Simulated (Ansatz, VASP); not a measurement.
# Ir in VASP and in Ansatz

```
CELL_PARAMETERS angstrom
0.00000 1.92024 1.92024
1.92024 0.00000 1.92024
1.92024 1.92024 0.00000
ATOMIC_POSITIONS crystal
Ir 0.00000 0.00000 0.00000
```

Alike in both runs: functional PBE; dispersion D3(BJ); k mesh 18 × 18 × 18; occupations gaussian, width 0.1 eV; no spin polarisation.

Ansatz relaxed the structure, and its values are those at the end. VASP's run is a single point on that final structure, the one shown.

|  | VASP | Ansatz |
| --- | --- | --- |
| version | VASP 6.6.1 | Ansatz 0.2.0 |
| potentials or method | VASP PAW PBE potentials, release 64 (Ir), cutoff 520 eV | scalar-relativistic, plane waves, PAW |
| valence electrons in the cell | 9 | 17 |

Ansatz gave:

| Quantity | Value |
| --- | --- |
| gap on the k mesh at the Fermi level (eV) | none |
| pressure (GPa) | 0.0 |

Question: Which values does VASP return?

Answer: gap on the k mesh at the Fermi level (eV): none; pressure (GPa): 0.6.

A gap of «none» marks a metal or a gap that the smearing closes. VASP's potentials hold 9 valence electrons a cell and Ansatz's 17, so a difference there can come from the potentials and not from the codes.

Spin-orbit coupling is off throughout.
